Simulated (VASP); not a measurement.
# I (P6_3/mmc) in VASP: a series of runs, part 2 of 2

VASP 6.6.1.

### 3 Single point, PBE (volume scaled by 0.98)

INCAR

```
PREC = Accurate
ENCUT = 520
EDIFF = 1E-7
ISMEAR = -1
SIGMA = 0.05
LREAL = False
LASPH = True
NELM = 100
ALGO = Normal
ISIF = 2
LWAVE = False
LCHARG = False
GGA = PE
NBANDS = 14
```

KPOINTS

```
regular mesh
0
Gamma
  15 15 8
```

POSCAR

```
I
1.0
    4.2539388363      0.0000000000      0.0000000000
   -2.1269694182      3.6840190984      0.0000000000
    0.0000000000      0.0000000000      4.8500964084
I
2
Direct
    0.3333333333      0.6666666667      0.2500000000
    0.6666666667      0.3333333333      0.7500000000
```

Potentials or basis: VASP PAW PBE potentials, release 64 (I).

Run with:

```
$ cat potpaw_PBE.64/I/POTCAR > POTCAR
$ mpirun -np 1 vasp_std > vasp.out
```

OUTCAR:

```text
PREC = Accurate
   ENCUT = 520
   EDIFF = 1E-7
   ISMEAR = -1
   LREAL = False
   LASPH = True
   NELM = 100
   ISIF = 2
   GGA = PE

 ion  position               nearest neighbor table
   1  0.333  0.667  0.250-   2 3.45   2 3.45   2 3.45   2 3.45   2 3.45   2 3.45
   2  0.667  0.333  0.750-   1 3.45   1 3.45   1 3.45   1 3.45   1 3.45   1 3.45

  LATTYP: Found a hexagonal cell.
 ALAT       =     4.2539388363
 C/A-ratio  =     1.1401424879

  Lattice vectors:

 A1 = (   4.2539388363,   0.0000000000,   0.0000000000)
[... 588 lines left out ...]
     10      10.0476      0.00000
     11      12.1561      0.00000
     12      12.3351      0.00000
     13      14.1454      0.00000
     14      14.7042      0.00000

 [... further k-points ...]
[... 5 lines left out ...]
  --------------------------------------------------------------------------------------
  -------------------------------------------------------------------------------------
  Total        0.1764491      0.1764491      0.3184458     -0.0000000      0.0000000      0.0000000
  in kB        3.7193457      3.7193457      6.7124740     -0.0000000      0.0000000      0.0000000
  external PRESSURE =       4.7170551 kB  Pullay stress =       0.0000000 kB

 VOLUME and BASIS-vectors are now :
 -----------------------------------------------------------------------------
  energy-cutoff  :      520.00
  volume of cell :       76.01
      direct lattice vectors                 reciprocal lattice vectors
     4.253938836  0.000000000  0.000000000     0.235076252  0.135721338  0.000000000
    -2.126969418  3.684019098  0.000000000     0.000000000  0.271442675  0.000000000
     0.000000000  0.000000000  4.850096408     0.000000000  0.000000000  0.206181469

 POSITION                                       TOTAL-FORCE (eV/Angst)
 -----------------------------------------------------------------------------------
     -0.00000      2.45601      1.21252        -0.000000     -0.000000      0.000000
      2.12697      1.22801      3.63757         0.000000      0.000000      0.000000
 -----------------------------------------------------------------------------------
    total drift:                                0.000000     -0.000000      0.000000

  FREE ENERGIE OF THE ION-ELECTRON SYSTEM (eV)
  ---------------------------------------------------
  free  energy   TOTEN  =        -2.3069447946 eV

  energy  without entropy=       -2.2840810875  energy(sigma->0) =       -2.29551294
```

Run time: 35 s. Hardware: 1 thread of Intel Xeon 6975P-C (Granite Rapids), shared host; peak memory 0.25 GiB.

Results:

| Item | Value |
| --- | --- |
| Free energy | -2.3069 eV |
| Pressure | 0.5 GPa |
| Band gap on the k mesh | zero (band 7 reaches 4.85 eV, above the bottom of band 8 at 2.90 eV) |

Levels at points of the mesh, in eV from the Fermi level:
```csv
k point,band 5,band 6,band 7,band 8,band 9,band 10
"(0.00, 0.00, 0.00)",-1.91,-0.13,-0.13,1.10,4.44,5.81
"(0.00, 0.00, 0.50)",-1.04,-1.04,-1.04,-1.04,6.99,6.99
```

Caveat: the cell differs from its parent crystal (volume scaled by 0.98); spin-orbit coupling is left out, which moves the levels of the heavy elements.

### 4 Single point, PBE (volume scaled by 1.02)

INCAR

```
SYSTEM = I
PREC = Accurate
ENCUT = 520
EDIFF = 1E-6
ISMEAR = -1
SIGMA = 0.05
LREAL = .False.
LASPH = .True.
NELM = 100
ALGO = Normal
ISIF = 2
LWAVE = .False.
LCHARG = .False.
GGA = PE
NBANDS = 14
```

KPOINTS

```
Automatic mesh
0
Gamma
  15 15 8
  0 0 0
```

POSCAR

```
I
1.0
    4.3110455008      0.0000000000      0.0000000000
   -2.1555227504      3.7334749205      0.0000000000
    0.0000000000      0.0000000000      4.9152061429
I
2
Direct
    0.3333333333      0.6666666667      0.2500000000
    0.6666666667      0.3333333333      0.7500000000
```

Run with:

```
$ cat potpaw_PBE.64/I/POTCAR > POTCAR
$ mpirun -np 1 vasp_std > vasp.out
```

Wall time 32 s (1 thread of Intel Xeon 6975P-C (Granite Rapids), shared host); peak memory 0.27 GiB.

The run converged. Its results:

| Quantity | Value |
| --- | --- |
| Free energy | -2.3070 eV |
| Pressure | -0.4 GPa |
| Band gap on the k mesh | zero (band 7 reaches 4.30 eV, above the bottom of band 8 at 2.48 eV) |

Stress tensor (GPa, compression positive):
```
-0.33  0.00  0.00
 0.00 -0.33  0.00
 0.00  0.00 -0.65
```

Levels at points of the mesh, in eV from the Fermi level:
| k point | band 5 | band 6 | band 7 | band 8 | band 9 | band 10 |
| --- | --- | --- | --- | --- | --- | --- |
| (0.00, 0.00, 0.00) | -1.79 | -0.12 | -0.12 | 1.01 | 4.62 | 5.76 |
| (0.00, 0.00, 0.50) | -0.98 | -0.98 | -0.98 | -0.98 | 7.01 | 7.01 |

Caveat: the cell differs from its parent crystal (volume scaled by 1.02); spin-orbit coupling is left out, which moves the levels of the heavy elements.

### 5 Single point, PBE (volume scaled by 1.04)

INCAR

```
SYSTEM = I
  PREC = Accurate
  ENCUT = 520
  EDIFF = 1E-7
  ISMEAR = -1
  SIGMA = 0.05
  LREAL = .FALSE.
  LASPH = .TRUE.
  NELM = 100
  ALGO = Normal
  ISIF = 2
  LWAVE = .FALSE.
  LCHARG = .FALSE.
  GGA = PE
  NBANDS = 14
```

KPOINTS

```
regular mesh
0
G
  15 15 8
  0 0 0
```

POSCAR

```
I
1.0
    4.3390400872      0.0000000000      0.0000000000
   -2.1695200436      3.7577189435      0.0000000000
    0.0000000000      0.0000000000      4.9471239603
I
2
Direct
    0.3333333333      0.6666666667      0.2500000000
    0.6666666667      0.3333333333      0.7500000000
```

Run with:

```
$ cat potpaw_PBE.64/I/POTCAR > POTCAR
$ mpirun -np 1 vasp_std > vasp.out
```

It took 37 s on 1 thread of Intel Xeon 6975P-C (Granite Rapids), shared host; peak memory 0.27 GiB.

Results (log left out):

```
Free energy            : -2.3010 eV
Pressure               : -0.8 GPa
Band gap on the k mesh : zero (band 7 reaches 4.05 eV, above the bottom of band 8 at 2.29 eV)
```

Stress tensor (GPa, compression positive):
```
-0.61  0.00  0.00
 0.00 -0.61  0.00
 0.00  0.00 -1.19
```

Levels at points of the mesh, in eV from the Fermi level:
```tsv
k point	band 3	band 4	band 5	band 6	band 7	band 8	band 9	band 10	band 11	band 12
(0.00, 0.00, 0.00)	-3.75	-1.74	-1.74	-0.11	-0.11	0.98	4.70	5.73	8.14	8.14
(0.00, 0.00, 0.50)	-1.74	-1.74	-0.95	-0.95	-0.95	-0.95	7.03	7.03	7.42	7.42
```

Caveat: the cell differs from its parent crystal (volume scaled by 1.04); spin-orbit coupling is left out, which moves the levels of the heavy elements.

### 6 Relaxation of cell and atoms, PBE

This run uses another cell than the first one, of 14.88 Å³/atom, 0.400 times its volume.

INCAR

```
PREC = Accurate
ENCUT = 600
EDIFF = 1E-6
ISMEAR = -1
SIGMA = 0.05
LREAL = False
LASPH = True
NELM = 80
ALGO = Normal
ISIF = 3
LWAVE = False
LCHARG = False
GGA = PE
IBRION = 2
NSW = 100
EDIFFG = -0.005
```

KPOINTS

```
regular mesh
0
Gamma
  15 15 8
```

POSCAR

```
I
1.0
    2.7680071283      0.0000000000      0.0000000000
   -1.3840035642      2.3971644910      0.0000000000
    0.0000000000      0.0000000000      4.4841715479
I
2
Direct
    0.3333333333      0.6666666667      0.2500000000
    0.6666666667      0.3333333333      0.7500000000
```

Potentials or basis: VASP PAW PBE potentials, release 64 (I).

Run with:

```
$ cat potpaw_PBE.64/I/POTCAR > POTCAR
$ mpirun -np 1 vasp_std > vasp.out
```

Wall time 4.6 min (1 thread of Intel Xeon 6975P-C (Granite Rapids), shared host); peak memory 0.2 GiB.

Results (log left out):

* Free energy: -2.4631 eV
* Relaxed volume: 42.72 Å³/atom
* Relaxed cell: a = 3.372 Å, b = 3.372 Å, c = 8.676 Å, α = 90.00°, β = 90.00°, γ = 120.00°
* Space group after relaxing (to 0.05 Å): P6_3/mmc (No. 194)
* Energy gained by relaxing: 5202.4 meV/atom
* Ionic steps: 28
* Pressure after relaxing: 0.0 GPa
* Band gap on the k mesh: zero (band 7 reaches 4.47 eV, above the bottom of band 8 at 1.50 eV)

Step by step:
```csv
step,energy change (eV),largest force (eV/Å),pressure (GPa),volume (Å³)
1,0.0000,0.0000,178.97,29.75
2,-8.6818,0.0000,-1.21,173.85
3,-8.7498,0.0000,-1.34,165.27
4,-8.8237,0.0000,-1.49,156.86
5,-9.9418,0.0000,-1.36,76.56
6,-8.9743,0.0000,21.25,49.54
7,-9.9595,0.0000,-0.78,73.88
8,-9.9661,0.0000,0.05,70.93
9,-9.9654,0.0000,-0.28,72.01
10,-9.9730,0.0000,-0.27,71.94
11,-10.0065,0.0000,-0.17,71.66
12,-10.1077,0.0000,0.41,70.87
13,-10.2650,0.0000,3.87,68.38
14,-10.2744,0.0000,2.75,68.97
15,-10.2735,0.0000,3.25,68.69
16,-10.2751,0.0000,3.30,68.75
17,-10.2785,0.0000,3.45,68.94
18,-10.2798,0.0000,3.79,69.29
19,-10.2859,0.0000,3.66,69.60
20,-10.3031,0.0000,3.30,70.53
21,-10.3324,0.0000,2.64,72.42
22,-10.3738,0.0000,1.52,76.27
23,-10.4038,0.0000,-0.08,84.28
24,-10.4038,0.0000,-0.13,84.60
25,-10.4038,0.0000,-0.18,84.92
26,-10.4042,0.0000,-0.13,85.04
27,-10.4048,0.0000,-0.02,85.37
28,-10.4048,0.0000,0.01,85.43
```

Final structure:
```xyz
2
Lattice="3.3721 0.0000 0.0000 -1.6860 2.9203 0.0000 0.0000 0.0000 8.6756" Properties=species:S:1:pos:R:3 pbc="T T T"
I     0.0000    1.9469    2.1689
I     1.6860    0.9734    6.5067
```

Levels at points of the mesh, in eV from the Fermi level:
```tsv
k point	band 5	band 6	band 7	band 8	band 9	band 10	band 11
(0.00, 0.00, 0.00)	1.77	1.77	1.81	1.81	4.45	8.79	9.01
(0.00, 0.00, 0.50)	1.79	1.79	1.79	1.79	6.44	6.44	8.91
```

Caveat: the volume moved by over 15 % at a fixed basis, so the end points are rough; spin-orbit coupling is left out, which moves the levels of the heavy elements; this functional lacks dispersion, which binds the layers, so the pressure and a relaxed spacing across them are unreliable.

### 7 Overview

```csv
task,cell,cutoff (eV),gap on the mesh (eV),pressure (GPa)
single point,"a = 4.225, b = 4.225, c = 4.817 Å, angles 90.0, 90.0, 120.0°, 2 atoms",520,none,1.0
single point,"a = 4.254, b = 4.254, c = 4.850 Å, angles 90.0, 90.0, 120.0°, 2 atoms",520,none,0.5
single point,"a = 4.311, b = 4.311, c = 4.915 Å, angles 90.0, 90.0, 120.0°, 2 atoms",520,none,-0.4
single point,"a = 4.339, b = 4.339, c = 4.947 Å, angles 90.0, 90.0, 120.0°, 2 atoms",520,none,-0.8
relaxation of cell and atoms,"relaxed from a = 2.768, b = 2.768, c = 4.484 Å, angles 90.0, 90.0, 120.0°, 2 atoms",600,none,0.0
```

Alike in all rows: level PBE; potentials or basis VASP PAW PBE potentials, release 64 (I); no spin polarisation; k mesh 15 × 15 × 8; smearing fermi-dirac 0.05 eV.

Caveats: spin-orbit coupling is left out, which moves the levels of the heavy elements; the volume moved by over 15 % at a fixed basis, so the end points are rough (some runs); this functional lacks dispersion, which binds the layers, so the pressure and a relaxed spacing across them are unreliable (some runs).

Absolute energies hang on the potentials; compare differences alone.
